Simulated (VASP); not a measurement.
# Zr3SnSe (Cmmm) in VASP: a series of runs

The runs below take Zr3SnSe through single point, relaxation of cell and atoms, with PBE.

Everything below comes from runs of VASP 6.6.1. Logs are shortened: lines on timing, memory, paths and dates and some standing lists are left out, and cuts for length are marked.

## 1. The cell of the first run

Symmetry: Cmmm, No. 65, orthorhombic system. Conventional cell: a = 6.385 Å, b = 6.467 Å, c = 4.536 Å, α = 90.00°, β = 90.00°, γ = 90.00°. Within 3.0 Å of Zr (site symmetry mmm) lie 2 Sn at 2.27 Å. Zr (site symmetry 2/m) has 2 Sn at 2.27 Å within 3.0 Å. Sn (site symmetry mmm) has 6 Zr at 2.27 Å within 3.0 Å. Se (site symmetry mmm) has 12 Zr at 3.19 to 3.23 Å and 8 Sn at 3.92 to 3.95 Å within 4.2 Å.

The cell was built from a structure type or drawn by symmetry, and may not be a known phase.

## 2. Single point, PBE

The input, INCAR:

```
SYSTEM = Zr3SnSe
ALGO = Normal ; EDIFF = 1E-6
ENCUT = 520 ; GGA = PE
ISIF = 2 ; ISMEAR = 0
LASPH = .TRUE. ; LCHARG = .FALSE.
LREAL = .FALSE. ; LWAVE = .FALSE.
NBANDS = 36 ; NELM = 80
PREC = Accurate ; SIGMA = 0.1
```

The input, KPOINTS:

```
k-points
0
G
  4 4 4
  0 0 0
```

The input, POSCAR:

```
Zr3SnSe
1.0
    3.1924690500     -3.2336624100      0.0000000000
    3.1924690500      3.2336624100      0.0000000000
    0.0000000000      0.0000000000      4.5363959000
Zr Sn Se
3 1 1
Direct
    0.5000000000      0.5000000000      0.5000000000
    0.5000000000      0.0000000000      0.0000000000
    0.0000000000      0.5000000000      0.0000000000
    0.5000000000      0.5000000000      0.0000000000
    0.0000000000      0.0000000000      0.5000000000
```

Potentials or basis: VASP PAW PBE potentials, release 64 (Zr_sv, Sn_d, Se).

Command:

```console
cat potpaw_PBE.64/Zr_sv/POTCAR potpaw_PBE.64/Sn_d/POTCAR potpaw_PBE.64/Se/POTCAR > POTCAR
mpirun -np 1 vasp_std > vasp.out
```

OUTCAR:

```text
SYSTEM = Zr3SnSe
   EDIFF = 1E-6
   ENCUT = 520
   GGA = PE
   ISIF = 2
   ISMEAR = 0
   LASPH = .TRUE.
   LREAL = .FALSE.
   NELM = 80
   PREC = Accurate

 ion  position               nearest neighbor table
   1  0.500  0.500  0.500-   4 2.27   4 2.27   5 3.19   5 3.19   2 3.21   3 3.21   2 3.21   2 3.21
                             2 3.21   3 3.21   3 3.21   3 3.21   5 3.23   5 3.23
   2  0.500  0.000  0.000-   4 2.27   4 2.27   3 3.19   3 3.19   1 3.21   5 3.21   1 3.21   1 3.21
                             1 3.21   5 3.21   5 3.21   5 3.21   3 3.23   3 3.23
   3  0.000  0.500  0.000-   4 2.27   4 2.27   2 3.19   2 3.19   1 3.21   5 3.21   5 3.21   5 3.21
                             1 3.21   1 3.21   1 3.21   5 3.21   2 3.23   2 3.23
   4  0.500  0.500  0.000-   1 2.27   1 2.27   3 2.27   2 2.27   2 2.27   3 2.27
   5  0.000  0.000  0.500-   1 3.19   1 3.19   3 3.21   2 3.21   3 3.21   3 3.21   3 3.21   2 3.21
                             2 3.21   2 3.21   1 3.23   1 3.23

  LATTYP: Found a base centered orthorhombic cell.
 ALAT       =     6.3849381000
 B/A-ratio  =     1.0129032919
 C/A-ratio  =     0.7104839278

  Lattice vectors:

 A1 = (   3.1924690500,  -3.2336624100,   0.0000000000)
 A2 = (   3.1924690500,   3.2336624100,   0.0000000000)
 A3 = (   0.0000000000,   0.0000000000,   4.5363959000)

Analysis of symmetry for initial positions (statically):
=====================================================================
 Subroutine PRICEL returns:
 Original cell was already a primitive cell.

 Routine SETGRP: Setting up the symmetry group for a
 base centered orthorhombic supercell.

 Subroutine GETGRP returns: Found  8 space group operations
 (whereof  8 operations were pure point group operations)
 out of a pool of  8 trial point group operations.

The static configuration has the point symmetry D_2h.

Analysis of symmetry for dynamics (positions and initial velocities):
=====================================================================
 Subroutine PRICEL returns:
 Original cell was already a primitive cell.

 Routine SETGRP: Setting up the symmetry group for a
 base centered orthorhombic supercell.

 Subroutine GETGRP returns: Found  8 space group operations
 (whereof  8 operations were pure point group operations)
 out of a pool of  8 trial point group operations.

The dynamic configuration has the point symmetry D_2h.

 Subroutine INISYM returns: Found  8 space group operations
 (whereof  8 operations are pure point group operations),
 and found     1 'primitive' translations

----------------------------------------------------------------------------------------
[... 100 lines left out ...]
   NFREE  =      0    steps in history (QN), initial steepest desc. (CG)
   ISIF   =      2    stress and relaxation
   ISYM   =      2    0-nonsym 1-usesym 2-fastsym
   POTIM  = 0.5000    time-step for ionic-motion
   TEBEG  =    0.0;   TEEND  =   0.0 temperature during run
   PSTRESS=    0.0 pullay stress
   NELECT =      56.0000    total number of electrons
   NUPDOWN=      -1.0000    fix difference up-down
   EMIN   =  10.00;   EMAX   =-10.00  energy-range for DOS
   EFERMI =   0.00;   METHOD = LEGACY
   ISMEAR =     0;   SIGMA  =   0.10  broadening in eV -4-tet -1-fermi 0-gaus
   EFERMI_NEDOS =   21; number of points for ismear=-14 and -15
   IALGO  =     38    algorithm
   IMIX   =      4    mixing-type and parameters
     AMIX     =   0.40;   BMIX     =  1.00
     AMIX_MAG =   1.60;   BMIX_MAG =  1.00
  volume/ion in A,a.u.               =      18.73       126.41
  Fermi-wavevector in a.u.,A,eV,Ry     =   1.379167  2.606247 25.879649  1.902101
  Thomas-Fermi vector in A             =   2.504161
   LORBIT       =      0    0 simple, 1 ext, 2 COOP (PROOUT), +10 PAW based schemes
   GGA     = PE    functional components
   LHFCALC =     F    Hartree Fock is set to
   AEXX    =    0.0000 exact exchange contribution
   IVDW    =     0    specifies the selected vdW correction
   LEPSILON=     F    determine dielectric tensor
   LRPA    =     F    only Hartree local field effects (RPA)
 non-spin polarized calculation
 Gauss-broadening in eV      SIGMA  =   0.10
  energy-cutoff  :      520.00
  volume of cell :       93.66
 maximum number of plane-waves:      2532
 NGX is ok and might be reduce to    36
   NGX = 17   NGY = 17   NGZ = 17

 number of electron      56.0000008 magnetization

 Free energy of the ion-electron system (eV)
  ---------------------------------------------------
  ext. energy  EPLUGINS =         0.00000000
  ---------------------------------------------------
  free energy    TOTEN  =       -19.81003163 eV

  energy without entropy =      -19.78601266  energy(sigma->0) =      -19.79802215

 E-fermi :  11.1192     XC(G=0): -11.7050

 val. band max:       11.1072667813   @ k =  -0.2500   0.2500   0.5000
 cond. band min:      11.2024368903   @ k =   0.5000   0.5000   0.0000
 fundamental gap:      0.0951701089
 Fermi energy:        11.1191969958

 k-point     1 :       0.0000    0.0000    0.0000
  band No.  band energies     occupation
      1     -37.6582      2.00000
      2     -37.5028      2.00000
      3     -37.5027      2.00000
      4     -16.5772      2.00000
      5     -16.5749      2.00000
      6     -16.5552      2.00000
[... 808 lines left out ...]
     35      15.4746      0.00000
     36      15.5888      0.00000

------------------------ aborting loop because EDIFF is reached ----------------------------------------

  FORCE on cell =-STRESS in cart. coord.  units (eV):
  Direction    XX          YY          ZZ          XY          YZ          ZX
  --------------------------------------------------------------------------------------
  -------------------------------------------------------------------------------------
  Total       42.3662519     43.5231325     43.4345988      0.0000000      0.0000000      0.0000000
  in kB      724.7167638    744.5063542    742.9918982      0.0000000      0.0000000      0.0000000
  external PRESSURE =     737.4050054 kB  Pullay stress =       0.0000000 kB

 VOLUME and BASIS-vectors are now :
 -----------------------------------------------------------------------------
  energy-cutoff  :      520.00
  volume of cell :       93.66
      direct lattice vectors                 reciprocal lattice vectors
     3.192469050 -3.233662410  0.000000000     0.156618590 -0.154623438  0.000000000
     3.192469050  3.233662410  0.000000000     0.156618590  0.154623438  0.000000000
     0.000000000  0.000000000  4.536395900     0.000000000  0.000000000  0.220439314

 POSITION                                       TOTAL-FORCE (eV/Angst)
 -----------------------------------------------------------------------------------
      3.19247      0.00000      2.26820         0.000000      0.000000      0.000000
      1.59623     -1.61683      0.00000         0.000000     -0.000000      0.000000
      1.59623      1.61683      0.00000         0.000000     -0.000000      0.000000
      3.19247      0.00000      0.00000        -0.000000     -0.000000      0.000000
      0.00000      0.00000      2.26820         0.000000     -0.000000      0.000000
 -----------------------------------------------------------------------------------
    total drift:                                0.000000      0.000000     -0.000000

  FREE ENERGIE OF THE ION-ELECTRON SYSTEM (eV)
  ---------------------------------------------------
  free  energy   TOTEN  =       -19.8100316345 eV

  energy  without entropy=      -19.7860126619  energy(sigma->0) =      -19.79802215
```

OSZICAR:

```text
N       E                     dE             d eps       ncg     rms          rms(c)
DAV:   1     0.735781377946E+03    0.73578E+03   -0.28366E+04  1584   0.197E+03
DAV:   2     0.713483026426E+02   -0.66443E+03   -0.64738E+03  1580   0.594E+02
DAV:   3    -0.145889473863E+02   -0.85937E+02   -0.83504E+02  2128   0.172E+02
DAV:   4    -0.221966281677E+02   -0.76077E+01   -0.75289E+01  2336   0.450E+01
DAV:   5    -0.224742477579E+02   -0.27762E+00   -0.27715E+00  2300   0.755E+00    0.381E+01
DAV:   6    -0.200016710370E+02    0.24726E+01   -0.63819E+00  2184   0.342E+01    0.180E+01
DAV:   7    -0.198036216807E+02    0.19805E+00   -0.19819E+00  2052   0.816E+00    0.303E+00
DAV:   8    -0.198105738172E+02   -0.69521E-02   -0.23141E-01  2356   0.424E+00    0.166E+00
DAV:   9    -0.198122465520E+02   -0.16727E-02   -0.44363E-02  2288   0.177E+00    0.627E-01
DAV:  10    -0.198103135820E+02    0.19330E-02   -0.18589E-02  2144   0.935E-01    0.155E-01
DAV:  11    -0.198100217229E+02    0.29186E-03   -0.16031E-03  2060   0.500E-01    0.610E-02
DAV:  12    -0.198100357718E+02   -0.14049E-04   -0.12725E-04  2296   0.875E-02    0.164E-02
DAV:  13    -0.198100330514E+02    0.27205E-05   -0.12511E-05  2204   0.343E-02    0.515E-03
DAV:  14    -0.198100318442E+02    0.12072E-05   -0.17788E-06  1196   0.110E-02    0.195E-03
DAV:  15    -0.198100316345E+02    0.20962E-06   -0.36200E-07   992   0.562E-03
   1 F= -.19810032E+02 E0= -.19798022E+02  d E =-.240190E-01
```

Wall time 73 s (1 thread of Intel Xeon 6975P-C (Granite Rapids), shared host); peak memory 0.24 GiB.

Results:

```
Free energy            : -19.8100 eV
Pressure               : 73.7 GPa
Band gap on the k mesh : zero (bands 28 and 29 overlap by 0.32 eV)
```

Stress tensor (GPa, compression positive):
```
72.47  0.00  0.00
 0.00 74.45  0.00
 0.00  0.00 74.30
```

Levels at points of the mesh, in eV from the Fermi level:
```
           k point  band 26  band 27  band 28  band 29  band 30  band 31
(0.00, 0.00, 0.00)    -2.20    -2.19    -1.32     1.52     1.55     1.56
(0.50, 0.00, 0.00)    -1.79    -0.70    -0.17     0.27     0.60     0.63
(0.50, 0.50, 0.00)    -0.23    -0.21     0.08     0.24     0.67     1.33
(0.00, 0.00, 0.50)    -1.79    -0.70    -0.18     0.29     0.56     0.59
(0.50, 0.00, 0.50)    -0.22    -0.22     0.15     0.17     0.68     1.34
(0.50, 0.50, 0.50)    -0.27    -0.22    -0.19    -0.17    -0.14    -0.09
```

Caveat: the cell stands under pressure; spin-orbit coupling is left out, which moves the levels of the heavy elements.

## 3. Relaxation of cell and atoms, PBE

The input, INCAR:

```
SYSTEM = Zr3SnSe
PREC = Accurate
ENCUT = 600
EDIFF = 1E-6
ISMEAR = 0
SIGMA = 0.1
LREAL = .False.
LASPH = .True.
NELM = 60
ALGO = Normal
ISIF = 3
LWAVE = .False.
LCHARG = .False.
GGA = PE
IBRION = 2
NSW = 90
EDIFFG = -0.04
```

The input, KPOINTS:

```
regular mesh
0
Gamma
  4 4 4
  0 0 0
```

POSCAR is that of step 2.

Potentials or basis: VASP PAW PBE potentials, release 64 (Zr_sv, Sn_d, Se).

Command:

```console
cat potpaw_PBE.64/Zr_sv/POTCAR potpaw_PBE.64/Sn_d/POTCAR potpaw_PBE.64/Se/POTCAR > POTCAR
mpirun -np 1 vasp_std > vasp.out
```

Run time: 24 min. Hardware: 1 thread of Intel Xeon 6975P-C (Granite Rapids), shared host; peak memory 0.27 GiB.

The run converged. Its results:

```yaml
Free_energy: -30.3713 eV
Relaxed_volume: 29.84 Å³/atom
Relaxed_cell: a = 5.671 Å, b = 5.671 Å, c = 5.537 Å, α = 90.00°, β = 90.00°, γ = 123.09°
Space_group_after_relaxing_to_0.1_Å: Cmmm (No. 65)
Energy_gained_by_relaxing: 2112.1 meV/atom
Ionic_steps: 30
Pressure_after_relaxing: 0.1 GPa
Band_gap_on_the_k_mesh: zero (bands 28 and 29 overlap by 0.99 eV)
```

Step by step:
```tsv
step	energy change (eV)	largest force (eV/Å)	pressure (GPa)	volume (Å³)
1	0.0000	0.0000	73.76	93.66
2	-2.4757	0.0000	-10.18	265.93
3	-8.7042	0.0000	-1.99	155.71
4	-8.7319	0.0000	-0.87	152.61
5	-8.7379	0.0000	0.01	150.38
6	-8.7418	0.0000	0.01	150.37
7	-8.7617	0.0000	0.00	150.33
8	-8.8393	0.0000	-0.02	150.14
9	-9.1229	0.0000	0.02	149.32
10	-9.8672	0.0000	0.70	145.95
11	-9.4608	0.0000	13.52	132.32
12	-10.2502	0.0000	1.86	142.88
13	-10.3765	0.0000	5.13	138.16
14	-10.3894	0.0000	4.71	138.64
15	-10.3898	0.0000	4.71	138.65
16	-10.3910	0.0000	4.72	138.68
17	-10.3928	0.0000	4.73	138.75
18	-10.3944	0.0000	4.76	138.86
19	-10.3962	0.0000	4.73	138.92
20	-10.4017	0.0000	4.62	139.10
21	-10.4123	0.0000	4.42	139.45
22	-10.4322	0.0000	4.03	140.16
23	-10.4671	0.0000	3.28	141.58
24	-10.5176	0.0000	1.86	144.45
25	-10.5479	0.0000	-0.63	150.31
26	-10.5490	0.0000	-0.27	149.40
27	-10.5517	0.0000	-0.23	149.38
28	-10.5576	0.0000	-0.10	149.31
29	-10.5595	0.0000	0.19	149.16
30	-10.5603	0.0000	0.08	149.22
```

Final structure:
```
Zr Sn Se
1.0
     2.70214   -4.98632    0.00000
     2.70214    4.98632    0.00000
     0.00000    0.00000    5.53734
Zr Sn Se
3 1 1
Direct
  0.50000 0.50000 0.50000
  0.50000 0.00000 0.00000
  0.00000 0.50000 0.00000
  0.50000 0.50000 0.00000
  0.00000 0.00000 0.50000
```

Levels at points of the mesh, in eV from the Fermi level:
```
           k point  band 26  band 27  band 28  band 29  band 30  band 31
(0.00, 0.00, 0.00)    -1.32    -0.36    -0.32    -0.25    -0.25     0.56
(0.50, 0.00, 0.00)    -0.64    -0.13    -0.04     0.69     1.01     1.13
(0.50, 0.50, 0.00)    -0.94    -0.08    -0.03     0.12     0.60     0.66
(0.00, 0.00, 0.50)    -1.36    -1.25    -0.39    -0.29     0.20     0.90
(0.50, 0.00, 0.50)    -0.07     0.08     0.54     0.78     0.85     1.02
(0.50, 0.50, 0.50)    -1.83    -1.00    -0.74     0.23     0.28     0.66
```

Caveat: the volume moved by over 15 % at a fixed basis, so the end points are rough; spin-orbit coupling is left out, which moves the levels of the heavy elements.
